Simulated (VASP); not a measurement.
# CoBi (zincblende type) (F-43m) in VASP: relaxation of cell and atoms with PBE

Aim: the relaxation of cell and atoms of CoBi (zincblende type) with PBE.

Everything below comes from runs of VASP 6.6.1. Logs are shortened: lines on timing, memory, paths and dates and some standing lists are left out, and cuts for length are marked.

## 1. The cell of the first run

Symmetry: F-43m, No. 216, cubic system. The conventional cell has a = 6.171 Å, b = 6.171 Å, c = 6.171 Å, α = 90.00°, β = 90.00°, γ = 90.00°. Co (site symmetry -43m) has 4 Bi at 2.67 Å within 3.5 Å. Bi (site symmetry -43m) has 4 Co at 2.67 Å within 3.5 Å.

## 2. Relaxation of cell and atoms, PBE, collinear spin, ferromagnetic start

Contents of INCAR:

```
SYSTEM = CoBi
ALGO     = Normal         ! electronic algorithm
EDIFF    = 1E-6           ! SCF threshold, eV
EDIFFG   = -0.005         ! ionic threshold
ENCUT    = 600            ! plane-wave cutoff, eV
GGA      = PE             ! functional
IBRION   = 2              ! ionic algorithm
ISIF     = 3              ! what is computed and relaxed
ISMEAR   = -1             ! smearing method
ISPIN    = 2              ! spin polarisation
LASPH    = .TRUE.         ! aspherical terms in the spheres
LCHARG   = .FALSE.        ! write CHGCAR
LMAXMIX  = 4              ! l up to which the mixer works
LORBIT   = 11             ! projections on sites
LREAL    = .FALSE.        ! projectors in reciprocal space
LWAVE    = .FALSE.        ! write WAVECAR
MAGMOM   = 2 0            ! initial moments
NELM     = 150            ! most SCF steps
NSW      = 100            ! ionic steps
PREC     = Accurate       ! precision mode
SIGMA    = 0.08           ! smearing width, eV
```

Contents of KPOINTS:

```
k-points
0
G
  9 9 9
  0 0 0
```

Contents of POSCAR:

```
CoBi
1.0
    0.0000000000      3.0855709228      3.0855709228
    3.0855709228      0.0000000000      3.0855709228
    3.0855709228      3.0855709228      0.0000000000
Co Bi
1 1
Direct
    0.0000000000      0.0000000000      0.0000000000
    0.2500000000      0.2500000000      0.2500000000
```

Potentials or basis: VASP PAW PBE potentials, release 64 (Co, Bi_d).

On the command line:

```console
> cat potpaw_PBE.64/Co/POTCAR potpaw_PBE.64/Bi_d/POTCAR > POTCAR
> mpirun -np 1 vasp_std > vasp.out
```

OUTCAR:

```text
SYSTEM = CoBi
   EDIFF = 1E-6
   EDIFFG = -0.005
   ENCUT = 600
   GGA = PE
   IBRION = 2
   ISIF = 3
   ISMEAR = -1
   ISPIN = 2
   LASPH = .TRUE.
   LORBIT = 11
   LREAL = .FALSE.
   NELM = 150
   NSW = 100
   PREC = Accurate

 ion  position               nearest neighbor table
   1  0.000  0.000  0.000-   2 2.67   2 2.67   2 2.67   2 2.67
   2  0.250  0.250  0.250-   1 2.67   1 2.67   1 2.67   1 2.67

  LATTYP: Found a face centered cubic cell.
 ALAT       =     6.1711418456

  Lattice vectors:

 A1 = (   0.0000000000,   3.0855709228,   3.0855709228)
 A2 = (   3.0855709228,   0.0000000000,   3.0855709228)
 A3 = (   3.0855709228,   3.0855709228,   0.0000000000)

Analysis of symmetry for initial positions (statically):
=====================================================================
 Subroutine PRICEL returns:
 Original cell was already a primitive cell.

 Routine SETGRP: Setting up the symmetry group for a
 face centered cubic supercell.

 Subroutine GETGRP returns: Found 24 space group operations
 (whereof 24 operations were pure point group operations)
 out of a pool of 48 trial point group operations.

The static configuration has the point symmetry T_d .

Analysis of symmetry for dynamics (positions and initial velocities):
=====================================================================
 Subroutine PRICEL returns:
 Original cell was already a primitive cell.

 Routine SETGRP: Setting up the symmetry group for a
 face centered cubic supercell.

 Subroutine GETGRP returns: Found 24 space group operations
 (whereof 24 operations were pure point group operations)
 out of a pool of 48 trial point group operations.

The dynamic configuration has the point symmetry T_d .

Analysis of structural, dynamic, and magnetic symmetry:
=====================================================================
 Subroutine PRICEL returns:
 Original cell was already a primitive cell.

 Routine SETGRP: Setting up the symmetry group for a
 face centered cubic supercell.

 Subroutine GETGRP returns: Found 24 space group operations
 (whereof 24 operations were pure point group operations)
 out of a pool of 48 trial point group operations.

The overall configuration has the point symmetry T_d .

 Subroutine INISYM returns: Found 24 space group operations
 (whereof 24 operations are pure point group operations),
 and found     1 'primitive' translations

----------------------------------------------------------------------------------------

                                     Primitive cell

  volume of cell :      58.7539

  direct lattice vectors                    reciprocal lattice vectors
     0.000000000  3.085570923  3.085570923    -0.162044566  0.162044566  0.162044566
     3.085570923  0.000000000  3.085570923     0.162044566 -0.162044566  0.162044566
     3.085570923  3.085570923  0.000000000     0.162044566  0.162044566 -0.162044566

  length of vectors
     4.363656247  4.363656247  4.363656247     0.280669421  0.280669421  0.280669421

  position of ions in fractional coordinates (direct lattice)
     0.000000000  0.000000000  0.000000000
     0.250000000  0.250000000  0.250000000

  ion indices of the primitive-cell ions
   primitive index   ion index
                 1           1
                 2           2

----------------------------------------------------------------------------------------

 KPOINTS: k-points

Automatic generation of k-mesh.
 Grid dimensions read from file:
 generate k-points for:    9    9    9

 Generating k-lattice:

  Cartesian coordinates                     Fractional coordinates (reciprocal lattice)
    -0.018004952  0.018004952  0.018004952     0.111111111  0.000000000  0.000000000
     0.018004952 -0.018004952  0.018004952     0.000000000  0.111111111  0.000000000
     0.018004952  0.018004952 -0.018004952     0.000000000  0.000000000  0.111111111

  Length of vectors
     0.031185491  0.031185491  0.031185491

  Shift w.r.t. Gamma in fractional coordinates (k-lattice)
     0.000000000  0.000000000  0.000000000

 Subroutine IBZKPT returns following result:
 ===========================================

 Found     35 irreducible k-points:

 Following reciprocal coordinates:
            Coordinates               Weight
  0.000000  0.000000  0.000000      1.000000
  0.111111  0.000000  0.000000      8.000000
  0.222222  0.000000  0.000000      8.000000
  0.333333  0.000000  0.000000      8.000000
  0.444444  0.000000  0.000000      8.000000
  0.111111  0.111111  0.000000      6.000000
[... 16 lines left out ...]
 -0.333333  0.333333  0.000000     12.000000
  0.444444  0.444444  0.000000      6.000000
 [... further k-points ...]
   k-points           NKPTS =     35   k-points in BZ     NKDIM =     35   number of bands    NBANDS=     17
   number of dos      NEDOS =    301   number of ions     NIONS =      2
   total plane-waves  NPLWV =  46656
   dimension x,y,z NGX =    36 NGY =   36 NGZ =   36
   dimension x,y,z NGXF=    72 NGYF=   72 NGZF=   72
   ions per type =               1   1
   NGX,Y,Z   is equivalent  to a cutoff of  13.72, 13.72, 13.72 a.u.
   NGXF,Y,Z  is equivalent  to a cutoff of  27.43, 27.43, 27.43 a.u.
 SYSTEM =  CoBi
   PREC   = accura    normal or accurate (medium, high low for compatibility)
   ISTART =      0    job   : 0-new  1-cont  2-samecut
   ICHARG =      2    charge: 1-file 2-atom 10-const
   ISPIN  =      2    spin polarized calculation?
   LNONCOLLINEAR =      F non collinear calculations
   LSORBIT =      F    spin-orbit coupling
   LASPH  =      T    aspherical Exc in radial PAW
   ENCUT  =  600.0 eV  44.10 Ry    6.64 a.u.   8.72  8.72  8.72*2*pi/ulx,y,z
   NELM   =    150;   NELMIN=  2; NELMDL= -5     # of ELM steps
   EDIFF  = 0.1E-05   stopping-criterion for ELM
   LREAL  =      F    real-space projection
   EDIFFG = -.5E-02   stopping-criterion for IOM
   NSW    =    100    number of steps for IOM
   IBRION =      2    ionic relax: 0-MD 1-quasi-New 2-CG
   NFREE  =      1    steps in history (QN), initial steepest desc. (CG)
   ISIF   =      3    stress and relaxation
   ISYM   =      2    0-nonsym 1-usesym 2-fastsym
   POTIM  = 0.5000    time-step for ionic-motion
   TEBEG  =    0.0;   TEEND  =   0.0 temperature during run
   PSTRESS=    0.0 pullay stress
   NELECT =      24.0000    total number of electrons
   NUPDOWN=      -1.0000    fix difference up-down
   EMIN   =  10.00;   EMAX   =-10.00  energy-range for DOS
   EFERMI =   0.00;   METHOD = LEGACY
   ISMEAR =    -1;   SIGMA  =   0.08  broadening in eV -4-tet -1-fermi 0-gaus
   EFERMI_NEDOS =   21; number of points for ismear=-14 and -15
   IALGO  =     38    algorithm
   IMIX   =      4    mixing-type and parameters
     AMIX     =   0.40;   BMIX     =  1.00
     AMIX_MAG =   1.60;   BMIX_MAG =  1.00
  volume/ion in A,a.u.               =      29.38       198.25
  Fermi-wavevector in a.u.,A,eV,Ry     =   1.214693  2.295436 20.075098  1.475478
  Thomas-Fermi vector in A             =   2.350104
   LORBIT       =     11    0 simple, 1 ext, 2 COOP (PROOUT), +10 PAW based schemes
   GGA     = PE    functional components
   LHFCALC =     F    Hartree Fock is set to
   AEXX    =    0.0000 exact exchange contribution
   IVDW    =     0    specifies the selected vdW correction
   LEPSILON=     F    determine dielectric tensor
   LRPA    =     F    only Hartree local field effects (RPA)
 conjugate gradient relaxation of ions
 spin polarized calculation
  energy-cutoff  :      600.00
  volume of cell :       58.75
 maximum number of plane-waves:      1980
   NGX = 17   NGY = 17   NGZ = 17

--------------------------------------- Ionic step        1  -------------------------------------------

 number of electron      24.0000004 magnetization       0.9439912

 Free energy of the ion-electron system (eV)
  ---------------------------------------------------
  ext. energy  EPLUGINS =         0.00000000
  ---------------------------------------------------
  free energy    TOTEN  =        -9.31194199 eV

  energy without entropy =       -9.25298744  energy(sigma->0) =       -9.28246472

 E-fermi :   4.4465     XC(G=0):  -9.2359

 val. band max:        4.4413487601   @ k =   0.4444   0.2222   0.0000
 cond. band min:       4.4605593752   @ k =   0.2222   0.0000   0.0000
 fundamental gap:      0.0192106151
 Fermi energy:         4.4465047971

 spin component 1

 k-point     1 :       0.0000    0.0000    0.0000
  band No.  band energies     occupation
      1     -17.8164      1.00000
      2     -17.8164      1.00000
      3     -17.8164      1.00000
      4     -17.7852      1.00000
      5     -17.7852      1.00000
      6      -6.7417      1.00000
[... 9 lines left out ...]
     16      10.5551      0.00000
     17      10.5551      0.00000
[... 1004 lines left out ...]
 POSITION                                       TOTAL-FORCE (eV/Angst)
 -----------------------------------------------------------------------------------
      5.86247      5.86247      5.86247        -0.000000     -0.000000     -0.000000
      1.46562      1.46562      1.46562         0.000000      0.000000      0.000000
 -----------------------------------------------------------------------------------
    total drift:                               -0.000000     -0.000000     -0.000000

  FREE ENERGIE OF THE ION-ELECTRON SYSTEM (eV)
  ---------------------------------------------------
  free  energy   TOTEN  =        -9.4939786862 eV

  energy  without entropy=       -9.4486122531  energy(sigma->0) =       -9.47129547

--------------------------------------- Ionic step        3  -------------------------------------------

 number of electron      24.0000003 magnetization      -0.0000524

 Free energy of the ion-electron system (eV)
  ---------------------------------------------------
  ext. energy  EPLUGINS =         0.00000000
  ---------------------------------------------------
  free energy    TOTEN  =        -9.49433852 eV

  energy without entropy =       -9.44867811  energy(sigma->0) =       -9.47150831

 E-fermi :   5.8215     XC(G=0):  -9.9278

 val. band max:        5.7815944941   @ k =  -0.4444   0.3333   0.0000
 cond. band min:       5.8364094775   @ k =  -0.2222   0.2222   0.0000
 fundamental gap:      0.0548149834
 Fermi energy:         5.8215385912

 spin component 1

 k-point     1 :       0.0000    0.0000    0.0000
  band No.  band energies     occupation
      1     -16.5180      1.00000
      2     -16.5180      1.00000
      3     -16.5180      1.00000
      4     -16.4648      1.00000
      5     -16.4648      1.00000
      6      -5.9841      1.00000
[... 9 lines left out ...]
     16      12.5467      0.00000
     17      12.5467      0.00000
[... 966 lines left out ...]
 POSITION                                       TOTAL-FORCE (eV/Angst)
 -----------------------------------------------------------------------------------
      0.00000      0.00000      0.00000        -0.000000     -0.000000     -0.000000
      1.46840      1.46840      1.46840         0.000000      0.000000      0.000000
 -----------------------------------------------------------------------------------
    total drift:                               -0.000000     -0.000000     -0.000000

  FREE ENERGIE OF THE ION-ELECTRON SYSTEM (eV)
  ---------------------------------------------------
  free  energy   TOTEN  =        -9.4943385242 eV

  energy  without entropy=       -9.4486781053  energy(sigma->0) =       -9.47150831

 reached required accuracy - stopping structural energy minimisation

 total charge

# of ion       s       p       d       tot
------------------------------------------
    1        0.434   0.280   7.480   8.194
    2        1.459   1.529   9.950  12.938
--------------------------------------------------
tot          1.893   1.809  17.429  21.132

 magnetization (x)

# of ion       s       p       d       tot
------------------------------------------
    1       -0.000  -0.000  -0.000  -0.000
    2       -0.000   0.000  -0.000   0.000
--------------------------------------------------
tot         -0.000   0.000  -0.000  -0.000
```

It took 94 s on 1 thread of Intel Xeon 6975P-C (Granite Rapids), shared host; peak memory 0.29 GiB.

What came out:

```yaml
Free_energy: -9.4943 eV
Relaxed_volume: 25.33 Å³/atom
Relaxed_cell: a = 4.153 Å, b = 4.153 Å, c = 4.153 Å, α = 60.00°, β = 60.00°, γ = 60.00°
Space_group_after_relaxing_to_0.1_Å: F-43m (No. 216)
Energy_gained_by_relaxing: 91.2 meV/atom
Ionic_steps: 3
Pressure_after_relaxing: 0.0 GPa
Band_gap_on_the_k_mesh: zero (filled and empty bands overlap)
Net_moment: 0.00 μB per cell
Valence_electrons_inside_the_program's_atomic_spheres: Co 8.19; Bi 12.94
```

The path:
```tsv
step	energy change (eV)	largest force (eV/Å)	pressure (GPa)	volume (Å³)
1	0.0000	0.0000	-5.65	58.75
2	-0.1820	0.0000	0.41	50.37
3	-0.1824	0.0000	0.00	50.66
```

Final structure:
```yaml
crystal:
  lattice:
    - [0.00000, 2.93680, 2.93680]
    - [2.93680, 0.00000, 2.93680]
    - [2.93680, 2.93680, 0.00000]
  atoms:
    - { symbol: Co, position: [0.00000, 0.00000, 0.00000] }
    - { symbol: Bi, position: [0.25000, 0.25000, 0.25000] }
```

Caveat: spin-orbit coupling is left out, which moves the levels of the heavy elements.
